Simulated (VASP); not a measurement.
# In (P6_3/mmc) in VASP: settings compared

Aim: see how the results for In move with the level of theory and the settings. Levels: PBEsol, LDA. Tasks: single point.

Everything below comes from runs of VASP 6.6.1. Logs are shortened: lines on timing, memory, paths and dates and some standing lists are left out, and cuts for length are marked.

## Step 1: The cell of the first run

The structure is hexagonal, space group P6_3/mmc (No. 194). The conventional cell has a = 3.202 Å, b = 3.202 Å, c = 5.509 Å, α = 90.00°, β = 90.00°, γ = 120.00°. Within 4.2 Å of In (site symmetry -6m2) lie 12 In at 3.20 to 3.32 Å.

## Step 2: Single point, PBEsol

Input file INCAR:

```
PREC = Accurate
ENCUT = 520
EDIFF = 1E-6
ISMEAR = -1
SIGMA = 0.05
LREAL = F
LASPH = T
NELM = 100
ALGO = Normal
ISIF = 2
LWAVE = F
LCHARG = F
GGA = PS
NBANDS = 20
```

Input file KPOINTS:

```
Automatic mesh
0
Gamma
  9 9 5
```

Input file POSCAR:

```
In
1.0
    3.2020653907      0.0000000000      0.0000000000
   -1.6010326954      2.7730699730      0.0000000000
    0.0000000000      0.0000000000      5.5091429200
In
2
Direct
    0.6666666667      0.3333333333      0.7500000000
    0.3333333333      0.6666666667      0.2500000000
```

Potentials or basis: VASP PAW PBE potentials, release 64 (In_d).

The run is started by

```console
cat potpaw_PBE.64/In_d/POTCAR > POTCAR
mpirun -np 1 vasp_std > vasp.out
```

OUTCAR:

```text
PREC = Accurate
   ENCUT = 520
   EDIFF = 1E-6
   ISMEAR = -1
   LREAL = F
   LASPH = T
   NELM = 100
   ISIF = 2
   GGA = PS

 ion  position               nearest neighbor table
   1  0.667  0.333  0.750-   2 3.32   2 3.32   2 3.32   2 3.32   2 3.32   2 3.32
   2  0.333  0.667  0.250-   1 3.32   1 3.32   1 3.32   1 3.32   1 3.32   1 3.32

  LATTYP: Found a hexagonal cell.
 ALAT       =     3.2020653907
 C/A-ratio  =     1.7204966944

  Lattice vectors:

 A1 = (   3.2020653907,   0.0000000000,   0.0000000000)
 A2 = (  -1.6010326954,   2.7730699730,   0.0000000000)
 A3 = (   0.0000000000,   0.0000000000,   5.5091429200)

Analysis of symmetry for initial positions (statically):
=====================================================================
 Subroutine PRICEL returns:
 Original cell was already a primitive cell.

 Routine SETGRP: Setting up the symmetry group for a
 hexagonal supercell.

 Subroutine GETGRP returns: Found 24 space group operations
 (whereof 12 operations were pure point group operations)
 out of a pool of 24 trial point group operations.

The static configuration has the point symmetry D_3d.
 The point group associated with its full space group is D_6h.

Analysis of symmetry for dynamics (positions and initial velocities):
=====================================================================
 Subroutine PRICEL returns:
 Original cell was already a primitive cell.

 Routine SETGRP: Setting up the symmetry group for a
 hexagonal supercell.

 Subroutine GETGRP returns: Found 24 space group operations
 (whereof 12 operations were pure point group operations)
 out of a pool of 24 trial point group operations.

The dynamic configuration has the point symmetry D_3d.
 The point group associated with its full space group is D_6h.

 Subroutine INISYM returns: Found 24 space group operations
 (whereof 12 operations are pure point group operations),
 and found     1 'primitive' translations

----------------------------------------------------------------------------------------

                                     Primitive cell

  volume of cell :      48.9187

  direct lattice vectors                    reciprocal lattice vectors
     3.202065391  0.000000000  0.000000000     0.312298432  0.180305584  0.000000000
    -1.601032695  2.773069973  0.000000000     0.000000000  0.360611167  0.000000000
     0.000000000  0.000000000  5.509142920     0.000000000  0.000000000  0.181516438

  length of vectors
     3.202065391  3.202065391  5.509142920     0.360611167  0.360611167  0.181516438

  position of ions in fractional coordinates (direct lattice)
     0.666666667  0.333333333  0.750000000
     0.333333333  0.666666667  0.250000000

  ion indices of the primitive-cell ions
   primitive index   ion index
                 1           1
                 2           2

----------------------------------------------------------------------------------------

 KPOINTS: Automatic mesh

Automatic generation of k-mesh.
 Grid dimensions read from file:
 generate k-points for:    9    9    5

 Generating k-lattice:

  Cartesian coordinates                     Fractional coordinates (reciprocal lattice)
     0.034699826  0.020033954  0.000000000     0.111111111  0.000000000  0.000000000
     0.000000000  0.040067907  0.000000000     0.000000000  0.111111111  0.000000000
     0.000000000  0.000000000  0.036303288     0.000000000  0.000000000  0.200000000

  Length of vectors
     0.040067907  0.040067907  0.036303288

  Shift w.r.t. Gamma in fractional coordinates (k-lattice)
     0.000000000  0.000000000  0.000000000

 Subroutine IBZKPT returns following result:
 ===========================================

 Found     36 irreducible k-points:

 Following reciprocal coordinates:
            Coordinates               Weight
  0.000000  0.000000  0.000000      1.000000
  0.111111  0.000000  0.000000      6.000000
  0.222222  0.000000  0.000000      6.000000
  0.333333 -0.000000  0.000000      6.000000
  0.444444  0.000000  0.000000      6.000000
  0.111111  0.111111  0.000000      6.000000
[... 16 lines left out ...]
  0.333333  0.222222  0.200000     24.000000
  0.333333  0.333333  0.200000      4.000000
 [... further k-points ...]
   k-points           NKPTS =     36   k-points in BZ     NKDIM =     36   number of bands    NBANDS=     20
   number of dos      NEDOS =    301   number of ions     NIONS =      2
   total plane-waves  NPLWV =  24192
   dimension x,y,z NGX =    24 NGY =   24 NGZ =   42
   dimension x,y,z NGXF=    48 NGYF=   48 NGZF=   84
   ions per type =               2
   NGX,Y,Z   is equivalent  to a cutoff of  12.46, 12.46, 12.67 a.u.
   NGXF,Y,Z  is equivalent  to a cutoff of  24.92, 24.92, 25.35 a.u.
 SYSTEM =  unknown system
   PREC   = accura    normal or accurate (medium, high low for compatibility)
   ISTART =      0    job   : 0-new  1-cont  2-samecut
   ICHARG =      2    charge: 1-file 2-atom 10-const
   ISPIN  =      1    spin polarized calculation?
   LNONCOLLINEAR =      F non collinear calculations
   LSORBIT =      F    spin-orbit coupling
   LASPH  =      T    aspherical Exc in radial PAW
   ENCUT  =  520.0 eV  38.22 Ry    6.18 a.u.   5.95  5.95 10.24*2*pi/ulx,y,z
   NELM   =    100;   NELMIN=  2; NELMDL= -5     # of ELM steps
   EDIFF  = 0.1E-05   stopping-criterion for ELM
   LREAL  =      F    real-space projection
   EDIFFG = 0.1E-04   stopping-criterion for IOM
   NSW    =      0    number of steps for IOM
   IBRION =     -1    ionic relax: 0-MD 1-quasi-New 2-CG
   NFREE  =      0    steps in history (QN), initial steepest desc. (CG)
   ISIF   =      2    stress and relaxation
   ISYM   =      2    0-nonsym 1-usesym 2-fastsym
   POTIM  = 0.5000    time-step for ionic-motion
   TEBEG  =    0.0;   TEEND  =   0.0 temperature during run
   PSTRESS=    0.0 pullay stress
   NELECT =      26.0000    total number of electrons
   NUPDOWN=      -1.0000    fix difference up-down
   EMIN   =  10.00;   EMAX   =-10.00  energy-range for DOS
   EFERMI =   0.00;   METHOD = LEGACY
   ISMEAR =    -1;   SIGMA  =   0.05  broadening in eV -4-tet -1-fermi 0-gaus
   EFERMI_NEDOS =   21; number of points for ismear=-14 and -15
   IALGO  =     38    algorithm
   IMIX   =      4    mixing-type and parameters
     AMIX     =   0.40;   BMIX     =  1.00
     AMIX_MAG =   1.60;   BMIX_MAG =  1.00
  volume/ion in A,a.u.               =      24.46       165.06
  Fermi-wavevector in a.u.,A,eV,Ry     =   1.326094  2.505954 23.926184  1.758525
  Thomas-Fermi vector in A             =   2.455506
   LORBIT       =      0    0 simple, 1 ext, 2 COOP (PROOUT), +10 PAW based schemes
   GGA     = PS    functional components
   LHFCALC =     F    Hartree Fock is set to
   AEXX    =    0.0000 exact exchange contribution
   IVDW    =     0    specifies the selected vdW correction
   LEPSILON=     F    determine dielectric tensor
   LRPA    =     F    only Hartree local field effects (RPA)
 non-spin polarized calculation
  energy-cutoff  :      520.00
  volume of cell :       48.92
 maximum number of plane-waves:      1335
 NGX is ok and might be reduce to    24
   NGX = 11   NGY = 11   NGZ = 21

 number of electron      25.9999988 magnetization

 Free energy of the ion-electron system (eV)
  ---------------------------------------------------
  ext. energy  EPLUGINS =         0.00000000
  ---------------------------------------------------
  free energy    TOTEN  =        -5.92194989 eV

  energy without entropy =       -5.91221570  energy(sigma->0) =       -5.91708280

 E-fermi :   8.2381     XC(G=0): -10.7302

 val. band max:        8.2119915108   @ k =   0.3333   0.3333   0.4000
 cond. band min:       8.3041776622   @ k =   0.2222   0.2222   0.0000
 fundamental gap:      0.0921861513
 Fermi energy:         8.2381051633

 k-point     1 :       0.0000    0.0000    0.0000
  band No.  band energies     occupation
      1      -6.5890      2.00000
      2      -6.5304      2.00000
      3      -6.4731      2.00000
      4      -6.4731      2.00000
      5      -6.4437      2.00000
      6      -6.4437      2.00000
[... 12 lines left out ...]
     19      19.5421      0.00000
     20      20.3595      0.00000

 k-point     2 :       0.1111    0.0000    0.0000
  band No.  band energies     occupation
      1      -6.5720      2.00000
      2      -6.5203      2.00000
      3      -6.4659      2.00000
      4      -6.4371      2.00000
      5      -6.4265      2.00000
      6      -6.3992      2.00000
[... 12 lines left out ...]
     19      20.1374      0.00000
     20      20.6419      0.00000

 k-point     3 :       0.2222    0.0000    0.0000
  band No.  band energies     occupation
      1      -6.6231      2.00000
      2      -6.4993      2.00000
      3      -6.4405      2.00000
      4      -6.4091      2.00000
      5      -6.3550      2.00000
      6      -6.3369      2.00000
[... 12 lines left out ...]
     19      19.0688      0.00000
     20      19.5617      0.00000

 k-point     4 :       0.3333   -0.0000    0.0000
  band No.  band energies     occupation
      1      -6.6975      2.00000
      2      -6.5494      2.00000
      3      -6.5128      2.00000
      4      -6.3944      2.00000
      5      -6.3485      2.00000
      6      -6.3070      2.00000
[... 12 lines left out ...]
     19      17.8096      0.00000
     20      19.3796      0.00000

 k-point     5 :       0.4444    0.0000    0.0000
  band No.  band energies     occupation
      1      -6.7460      2.00000
      2      -6.5850      2.00000
      3      -6.5828      2.00000
      4      -6.4186      2.00000
      5      -6.3468      2.00000
      6      -6.2918      2.00000
[... 12 lines left out ...]
     19      17.1066      0.00000
     20      18.8833      0.00000
[... 353 lines left out ...]
      6      -6.2309      2.00000
[... 12 lines left out ...]
     19      18.1550      0.00000
     20      18.7364      0.00000

 k-point    22 :       0.2222    0.2222    0.2000
  band No.  band energies     occupation
      1      -6.5597      2.00000
      2      -6.5279      2.00000
      3      -6.4810      2.00000
      4      -6.4671      2.00000
      5      -6.3816      2.00000
      6      -6.2989      2.00000
[... 12 lines left out ...]
     19      17.0252      0.00000
     20      19.5262      0.00000

 k-point    23 :       0.3333    0.2222    0.2000
  band No.  band energies     occupation
      1      -6.5741      2.00000
      2      -6.5457      2.00000
      3      -6.4622      2.00000
      4      -6.4384      2.00000
      5      -6.4015      2.00000
      6      -6.2705      2.00000
[... 12 lines left out ...]
     19      16.1454      0.00000
     20      20.9226      0.00000

 k-point    24 :       0.3333    0.3333    0.2000
  band No.  band energies     occupation
      1      -6.5614      2.00000
      2      -6.4765      2.00000
      3      -6.4765      2.00000
      4      -6.3452      2.00000
      5      -6.3451      2.00000
      6      -6.3451      2.00000
[... 12 lines left out ...]
     19      14.8319      0.00000
     20      22.6570      0.00000

 [... further k-points ...]
[... 5 lines left out ...]
  --------------------------------------------------------------------------------------
  -------------------------------------------------------------------------------------
  Total        0.5829059      0.5829059      1.0213234     -0.0000000     -0.0000000      0.0000000
  in kB       19.0912334     19.0912334     33.4502052     -0.0000000     -0.0000000      0.0000000
  external PRESSURE =      23.8775573 kB  Pullay stress =       0.0000000 kB

 VOLUME and BASIS-vectors are now :
 -----------------------------------------------------------------------------
  energy-cutoff  :      520.00
  volume of cell :       48.92
      direct lattice vectors                 reciprocal lattice vectors
     3.202065391  0.000000000  0.000000000     0.312298432  0.180305584  0.000000000
    -1.601032695  2.773069973  0.000000000     0.000000000  0.360611167  0.000000000
     0.000000000  0.000000000  5.509142920     0.000000000  0.000000000  0.181516438

 POSITION                                       TOTAL-FORCE (eV/Angst)
 -----------------------------------------------------------------------------------
      1.60103      0.92436      4.13186        -0.000000      0.000000      0.000000
     -0.00000      1.84871      1.37729         0.000000     -0.000000      0.000000
 -----------------------------------------------------------------------------------
    total drift:                               -0.000000      0.000000     -0.000000

  FREE ENERGIE OF THE ION-ELECTRON SYSTEM (eV)
  ---------------------------------------------------
  free  energy   TOTEN  =        -5.9219498899 eV

  energy  without entropy=       -5.9122157036  energy(sigma->0) =       -5.91708280
```

Run time: 18 s. Hardware: 1 thread of Intel Xeon 6975P-C (Granite Rapids), shared host; peak memory 0.17 GiB.

Results:

| Quantity | Value |
| --- | --- |
| Free energy | -5.9219 eV |
| Pressure | 2.4 GPa |
| Band gap on the k mesh | zero (band 13 reaches 10.24 eV, above the bottom of band 14 at 6.08 eV) |

Stress tensor (GPa, compression positive):
```
1.91 0.00 0.00
0.00 1.91 0.00
0.00 0.00 3.35
```

Levels at points of the mesh, in eV from the Fermi level:
| k point | band 11 | band 12 | band 13 | band 14 | band 15 | band 16 |
| --- | --- | --- | --- | --- | --- | --- |
| (0.00, 0.00, 0.00) | -10.15 | -5.06 | -3.96 | 9.44 | 9.44 | 9.75 |

Caveat: the PAW data sets were made with another functional, which shifts forces and pressure a little; spin-orbit coupling is left out, which moves the levels of the heavy elements.

[end of part 1 of 2]
